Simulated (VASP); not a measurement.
# Al13Ga3As16 (P1) in VASP: relaxation of volume and atoms at fixed shape with PBEsol

Aim: the relaxation of volume and atoms at fixed shape of Al13Ga3As16 with PBEsol.

Everything below comes from runs of VASP 6.6.1. Logs are shortened: lines on timing, memory, paths and dates and some standing lists are left out, and cuts for length are marked.

### Step 1. The cell of the first run

The typed cell holds 128 atoms: a = 16.041 Å, b = 16.041 Å, c = 16.041 Å, α = 60.00°, β = 60.00°, γ = 60.00°.

### Step 2. Relaxation of volume and atoms at fixed shape, PBEsol

INCAR reads:

```
SYSTEM = Al13Ga3As16
  PREC = Accurate
  ENCUT = 500
  EDIFF = 1E-7
  ISMEAR = -1
  SIGMA = 0.05
  LREAL = Auto
  LASPH = .TRUE.
  NELM = 120
  ALGO = Normal
  ISIF = 8
  LWAVE = .FALSE.
  LCHARG = .FALSE.
  GGA = PS
  IBRION = 2
  NSW = 100
  EDIFFG = -0.03
  GGA_COMPAT = .FALSE.
  NELMIN = 4
  ISYM = -1
  KPAR = 1
```

KPOINTS reads:

```
explicit points
1
Reciprocal
  0.50000000   0.50000000   0.50000000 1
```

POSCAR reads:

```
Al13Ga3As16
1.0
    0.0000000000     11.3428400000     11.3428400000
   11.3428400000      0.0000000000     11.3428400000
   11.3428400000     11.3428400000      0.0000000000
Ga Al As
12 52 64
Direct
    0.0005650000      0.0001440000      0.9991070000
    0.7484540000      0.2497220000      0.7517090000
    0.7508380000      0.2472270000      0.5017810000
    0.7482370000      0.7506320000      0.4998020000
    0.2496390000      0.0015860000      0.2494780000
    0.4975970000      0.2516190000      0.9999380000
[... 120 lines left out ...]
    0.0635610000      0.8128030000      0.8094830000
    0.5608260000      0.8120970000      0.8134870000
```

Potentials or basis: VASP PAW PBE potentials, release 64 (Ga_d, Al, As).

Command:

```sh
cat potpaw_PBE.64/Ga_d/POTCAR potpaw_PBE.64/Al/POTCAR potpaw_PBE.64/As/POTCAR > POTCAR
mpirun -np 8 vasp_std > vasp.out
```

OUTCAR:

```text
SYSTEM = Al13Ga3As16
   PREC = Accurate
   ENCUT = 500
   EDIFF = 1E-7
   ISMEAR = -1
   LREAL = Auto
   LASPH = .TRUE.
   NELM = 120
   ISIF = 8
   GGA = PS
   IBRION = 2
   NSW = 100
   EDIFFG = -0.03
   NELMIN = 4
   ISYM = -1

 ion  position               nearest neighbor table
   1  0.001  0.000  0.999- 114 2.45  87 2.47 101 2.48  65 2.51
   2  0.748  0.250  0.752- 125 2.42 108 2.44  78 2.45  92 2.49
   3  0.751  0.247  0.502- 120 2.44  92 2.46  72 2.48 106 2.48
   4  0.748  0.751  0.500- 111 2.36  77 2.43  96 2.45 126 2.48
   5  0.250  0.002  0.249- 113 2.43  81 2.43  98 2.47  74 2.51
   6  0.498  0.252  1.000-  82 2.41 125 2.42  66 2.45  99 2.47
[... 120 lines left out ...]
 127  0.064  0.813  0.809-  25 2.42  64 2.44  33 2.47   7 2.48
 128  0.561  0.812  0.813-  45 2.42  12 2.46  26 2.46  37 2.47

IMPORTANT INFORMATION: All symmetrisations will be switched off!
NOSYMM: (Re-)initialisation of all symmetry stuff for point group C_1.

----------------------------------------------------------------------------------------

                                     Primitive cell

  volume of cell :    2918.7400

  direct lattice vectors                    reciprocal lattice vectors
     0.000000000 11.342840000 11.342840000    -0.044080671  0.044080671  0.044080671
    11.342840000  0.000000000 11.342840000     0.044080671 -0.044080671  0.044080671
    11.342840000 11.342840000  0.000000000     0.044080671  0.044080671 -0.044080671

  length of vectors
    16.041198164 16.041198164 16.041198164     0.076349962  0.076349962  0.076349962

  position of ions in fractional coordinates (direct lattice)
     0.000565000  0.000144000  0.999107000
     0.748454000  0.249722000  0.751709000
     0.750838000  0.247227000  0.501781000
     0.748237000  0.750632000  0.499802000
     0.249639000  0.001586000  0.249478000
     0.497597000  0.251619000  0.999938000
[... 120 lines left out ...]
     0.063561000  0.812803000  0.809483000
     0.560826000  0.812097000  0.813487000

  ion indices of the primitive-cell ions
   primitive index   ion index
                 1           1
                 2           2
                 3           3
                 4           4
                 5           5
                 6           6
[... 120 lines left out ...]
               127         127
               128         128

----------------------------------------------------------------------------------------

 KPOINTS: explicit points

Read explicit list of k-points.

 Found      1 k-points:
   k-points           NKPTS =      1   k-points in BZ     NKDIM =      1   number of bands    NBANDS=    384
   number of dos      NEDOS =    301   number of ions     NIONS =    128
   total plane-waves  NPLWV = ******
   dimension x,y,z NGX =   120 NGY =  120 NGZ =  120
   dimension x,y,z NGXF=   240 NGYF=  240 NGZF=  240
   ions per type =              12  52  64
   NGX,Y,Z   is equivalent  to a cutoff of  12.44, 12.44, 12.44 a.u.
   NGXF,Y,Z  is equivalent  to a cutoff of  24.87, 24.87, 24.87 a.u.
 SYSTEM =  Al13Ga3As16
   PREC   = accura    normal or accurate (medium, high low for compatibility)
   ISTART =      0    job   : 0-new  1-cont  2-samecut
   ICHARG =      2    charge: 1-file 2-atom 10-const
   ISPIN  =      1    spin polarized calculation?
   LNONCOLLINEAR =      F non collinear calculations
   LSORBIT =      F    spin-orbit coupling
   LASPH  =      T    aspherical Exc in radial PAW
   ENCUT  =  500.0 eV  36.75 Ry    6.06 a.u.  29.25 29.25 29.25*2*pi/ulx,y,z
   NELM   =    120;   NELMIN=  4; NELMDL= -5     # of ELM steps
   EDIFF  = 0.1E-06   stopping-criterion for ELM
   LREAL  =      T    real-space projection
   EDIFFG = -.3E-01   stopping-criterion for IOM
   NSW    =    100    number of steps for IOM
   IBRION =      2    ionic relax: 0-MD 1-quasi-New 2-CG
   NFREE  =      1    steps in history (QN), initial steepest desc. (CG)
   ISIF   =      8    stress and relaxation
   ISYM   =     -1    0-nonsym 1-usesym 2-fastsym
   POTIM  = 0.5000    time-step for ionic-motion
   TEBEG  =    0.0;   TEEND  =   0.0 temperature during run
   PSTRESS=    0.0 pullay stress
   NELECT =     632.0000    total number of electrons
   NUPDOWN=      -1.0000    fix difference up-down
   EMIN   =  10.00;   EMAX   =-10.00  energy-range for DOS
   EFERMI =   0.00;   METHOD = LEGACY
   ISMEAR =    -1;   SIGMA  =   0.05  broadening in eV -4-tet -1-fermi 0-gaus
   EFERMI_NEDOS =   21; number of points for ismear=-14 and -15
   IALGO  =     38    algorithm
   IMIX   =      4    mixing-type and parameters
     AMIX     =   0.40;   BMIX     =  1.00
     AMIX_MAG =   1.60;   BMIX_MAG =  1.00
  volume/ion in A,a.u.               =      22.80       153.88
  Fermi-wavevector in a.u.,A,eV,Ry     =   0.983065  1.857723 13.148888  0.966416
  Thomas-Fermi vector in A             =   2.114194
   LORBIT       =      0    0 simple, 1 ext, 2 COOP (PROOUT), +10 PAW based schemes
   GGA     = PS    functional components
   LHFCALC =     F    Hartree Fock is set to
   AEXX    =    0.0000 exact exchange contribution
   IVDW    =     0    specifies the selected vdW correction
   LEPSILON=     F    determine dielectric tensor
   LRPA    =     F    only Hartree local field effects (RPA)
 conjugate gradient relaxation of ions
 non-spin polarized calculation
  energy-cutoff  :      500.00
  volume of cell :     2918.74
 maximum number of plane-waves:     74088
 NGX is ok and might be reduce to   120
   NGX = 59   NGY = 59   NGZ = 59

--------------------------------------- Ionic step        1  -------------------------------------------

 number of electron     631.9999992 magnetization

 Free energy of the ion-electron system (eV)
  ---------------------------------------------------
  ext. energy  EPLUGINS =         0.00000000
  ---------------------------------------------------
  free energy    TOTEN  =      -631.47636599 eV

  energy without entropy =     -631.47636583  energy(sigma->0) =     -631.47636591

------------------------ aborting loop because EDIFF is reached ----------------------------------------

  FORCE on cell =-STRESS in cart. coord.  units (eV):
  Direction    XX          YY          ZZ          XY          YZ          ZX
  --------------------------------------------------------------------------------------
  -------------------------------------------------------------------------------------
  Total        6.1242822      6.3122429      6.2850602    -13.0778220     -9.3502487    -13.8879071
  in kB        3.3617883      3.4649651      3.4500438     -7.1787791     -5.1326108     -7.6234573
  external PRESSURE =       3.4255991 kB  Pullay stress =       0.0000000 kB
[... 467 lines left out ...]
  FREE ENERGIE OF THE ION-ELECTRON SYSTEM (eV)
  ---------------------------------------------------
  free  energy   TOTEN  =      -632.1189662060 eV

  energy  without entropy=     -632.1189660793  energy(sigma->0) =     -632.11896614

[... ionic steps 4 to 7 ...]

--------------------------------------- Ionic step        8  -------------------------------------------

 number of electron     631.9999878 magnetization

------------------------ aborting loop because EDIFF is reached ----------------------------------------

  FORCE on cell =-STRESS in cart. coord.  units (eV):
  Direction    XX          YY          ZZ          XY          YZ          ZX
  --------------------------------------------------------------------------------------
  -------------------------------------------------------------------------------------
  Total       -0.1991126     -0.2869485     -0.2458278    -12.0210136    -11.9538288    -12.0394881
  in kB       -0.1088799     -0.1569109     -0.1344250     -6.5734004     -6.5366620     -6.5835027
  external PRESSURE =      -0.1334052 kB  Pullay stress =       0.0000000 kB
[... 309 lines left out ...]
  energy  without entropy=     -632.1960011524  energy(sigma->0) =     -632.19600122

--------------------------------------- Ionic step       10  -------------------------------------------

 number of electron     631.9999867 magnetization

 Free energy of the ion-electron system (eV)
  ---------------------------------------------------
  ext. energy  EPLUGINS =         0.00000000
  ---------------------------------------------------
  free energy    TOTEN  =      -632.19954394 eV

  energy without entropy =     -632.19954382  energy(sigma->0) =     -632.19954388

 E-fermi :   4.4842     XC(G=0):  -9.2646

 val. band max:        3.5738765984   @ k =   0.5000   0.5000   0.5000
 cond. band min:       5.3789239634   @ k =   0.5000   0.5000   0.5000
 fundamental gap:      1.8050473650
 Fermi energy:         4.4842253520

 k-point     1 :       0.5000    0.5000    0.5000
  band No.  band energies     occupation
      1     -10.7737      2.00000
      2     -10.7699      2.00000
      3     -10.7526      2.00000
      4     -10.7513      2.00000
      5     -10.7509      2.00000
      6     -10.7444      2.00000
[... 320 lines left out ...]
    327       6.0100      0.00000
    328       6.0258      0.00000
 [bands above 328 left out]

------------------------ aborting loop because EDIFF is reached ----------------------------------------

  FORCE on cell =-STRESS in cart. coord.  units (eV):
  Direction    XX          YY          ZZ          XY          YZ          ZX
  --------------------------------------------------------------------------------------
  -------------------------------------------------------------------------------------
  Total        0.2124981      0.1518117      0.1860739    -11.9749465    -12.0615930    -11.9290163
  in kB        0.1162385      0.0830425      0.1017842     -6.5504124     -6.5978089     -6.5252882
  external PRESSURE =       0.1003551 kB  Pullay stress =       0.0000000 kB
[... 143 lines left out ...]
  FREE ENERGIE OF THE ION-ELECTRON SYSTEM (eV)
  ---------------------------------------------------
  free  energy   TOTEN  =      -632.1995439439 eV

  energy  without entropy=     -632.1995438174  energy(sigma->0) =     -632.19954388

 reached required accuracy - stopping structural energy minimisation
```

Run time: 46 min. Hardware: 8 MPI ranks of Intel Xeon 6975P-C (Granite Rapids), shared host; peak memory 0.88 GiB.

Results:

```yaml
Free_energy: -632.1995 eV
Relaxed_volume: 22.88 Å³/atom
Relaxed_cell: a = 16.060 Å, b = 16.060 Å, c = 16.060 Å, α = 60.00°, β = 60.00°, γ = 60.00°
Space_group_after_relaxing_to_0.1_Å: P1 (No. 1)
Energy_gained_by_relaxing: 5.6 meV/atom
Ionic_steps: 10
Pressure_after_relaxing: 0.0 GPa
Largest_force_after_relaxing: 0.029 eV/Å
Band_gap_on_the_k_mesh: 1.80 eV
```

Forces on the atoms (eV/Å):
```
Ga   0.005 -0.001  0.003
Ga   0.005  0.001 -0.003
Ga   0.001 -0.005  0.015
Ga   0.009 -0.003  0.000
Ga   0.010  0.010 -0.003
Ga  -0.005  0.004  0.004
Ga   0.003 -0.013 -0.007
Ga  -0.007 -0.012  0.016
Ga   0.007  0.003  0.002
Ga   0.004  0.008 -0.004
Ga   0.011  0.005  0.001
Ga   0.005  0.014  0.005
Al  -0.005  0.002  0.006
Al  -0.011  0.000  0.005
Al   0.002  0.003  0.002
Al  -0.014  0.007  0.014
Al  -0.005 -0.008 -0.004
Al  -0.003 -0.015 -0.009
Al  -0.008 -0.001 -0.006
Al   0.000 -0.015 -0.025
Al  -0.001 -0.014 -0.001
Al   0.001 -0.010 -0.003
Al  -0.004 -0.007  0.012
Al  -0.001  0.019 -0.009
Al  -0.005 -0.001 -0.011
Al   0.005 -0.007  0.028
Al  -0.011  0.001 -0.008
Al   0.006  0.000 -0.004
Al  -0.006 -0.009 -0.002
Al   0.015 -0.008  0.011
Al  -0.003  0.000  0.001
Al   0.003 -0.009  0.006
Al  -0.006 -0.005 -0.010
Al  -0.007  0.009  0.003
Al   0.003 -0.003  0.017
Al  -0.002  0.000 -0.006
Al  -0.003 -0.011 -0.004
Al  -0.015 -0.002  0.005
Al   0.009 -0.008  0.002
Al  -0.004 -0.004  0.003
Al   0.012  0.007  0.000
Al   0.009  0.012 -0.019
Al   0.010  0.002  0.004
Al   0.006  0.001  0.004
Al   0.002  0.016  0.001
Al   0.001  0.007 -0.005
Al   0.001  0.002 -0.010
Al   0.000 -0.004 -0.007
Al   0.005 -0.003  0.002
Al   0.004 -0.001 -0.010
Al  -0.005 -0.007  0.005
Al  -0.001  0.004 -0.016
Al  -0.008  0.000  0.004
Al  -0.014 -0.004  0.007
Al   0.015 -0.015  0.001
Al   0.003 -0.001 -0.007
Al  -0.005 -0.008 -0.007
Al   0.003  0.000  0.007
Al   0.016  0.007 -0.017
Al  -0.001  0.011 -0.003
Al  -0.008  0.003  0.004
Al  -0.003  0.003  0.000
Al   0.010  0.001 -0.012
Al  -0.005  0.004  0.002
As  -0.006  0.002  0.003
As  -0.006  0.002  0.005
As  -0.012 -0.009  0.000
As  -0.002  0.009 -0.005
As  -0.010  0.003 -0.008
As  -0.013  0.002 -0.003
As  -0.012 -0.001  0.008
As   0.005 -0.005 -0.002
As  -0.012  0.002  0.002
As   0.003  0.007  0.009
As   0.010 -0.001 -0.020
As  -0.003 -0.017 -0.008
As  -0.009  0.003 -0.001
As  -0.006 -0.004  0.002
As  -0.002  0.005  0.008
As   0.011  0.003  0.015
As   0.006 -0.004 -0.011
As  -0.001  0.008  0.011
As  -0.001 -0.008  0.007
As   0.008  0.009  0.003
As   0.001 -0.006 -0.008
As  -0.010 -0.005  0.006
As  -0.020 -0.008 -0.010
As   0.009  0.001 -0.001
As   0.012 -0.007 -0.001
As   0.011 -0.004 -0.006
As  -0.015 -0.003 -0.012
As  -0.003  0.016  0.010
As  -0.007 -0.005 -0.003
As  -0.006 -0.003 -0.001
As   0.000  0.004  0.012
As   0.003  0.001  0.007
As   0.006  0.000  0.003
As   0.012  0.001  0.009
As  -0.006 -0.009  0.004
As  -0.007  0.012 -0.005
As   0.013  0.009 -0.008
As   0.005  0.011  0.012
As  -0.010  0.002 -0.005
As   0.007  0.020 -0.005
As  -0.006 -0.005  0.007
As   0.005 -0.014  0.007
As  -0.008 -0.005 -0.003
As  -0.005 -0.008  0.012
As   0.008  0.002 -0.002
As  -0.008  0.008  0.000
As  -0.011  0.016 -0.002
As   0.008  0.005 -0.001
As  -0.007 -0.009 -0.003
As   0.021 -0.002 -0.013
As  -0.017  0.007  0.008
As   0.005 -0.016 -0.008
As   0.023  0.006 -0.008
As  -0.007  0.004  0.009
As  -0.011  0.013  0.007
As   0.005  0.003  0.004
As   0.001 -0.009 -0.004
As   0.010 -0.002 -0.006
As  -0.012 -0.006  0.003
As   0.006 -0.003  0.000
As  -0.004  0.011 -0.005
As   0.019  0.004  0.008
As   0.003  0.001  0.000
As   0.006  0.014  0.007
```

Stress tensor (GPa, compression positive):
```
 0.01 -0.66 -0.65
-0.66  0.01 -0.66
-0.65 -0.66  0.01
```

The path:
| step | energy change (eV) | largest force (eV/Å) | pressure (GPa) | volume (Å³) |
| --- | --- | --- | --- | --- |
| 1 | 0.0000 | 1.0133 | 0.34 | 2918.74 |
| 2 | -0.6243 | 0.2443 | -0.23 | 2939.38 |
| 3 | -0.6426 | 0.1830 | -0.34 | 2943.65 |
| 4 | -0.6878 | 0.1185 | 0.14 | 2923.93 |
| 5 | -0.6878 | 0.1163 | 0.15 | 2923.16 |
| 6 | -0.7065 | 0.0585 | 0.05 | 2927.24 |
| 7 | -0.7108 | 0.0686 | -0.02 | 2930.36 |
| 8 | -0.7172 | 0.0406 | -0.01 | 2929.96 |
| 9 | -0.7196 | 0.0436 | 0.00 | 2929.52 |
| 10 | -0.7232 | 0.0289 | 0.01 | 2928.97 |

Caveat: the PAW data sets were made with another functional, which shifts forces and pressure a little; a shifted mesh leaves out Γ, where band edges can lie. A k mesh can miss the band edges.
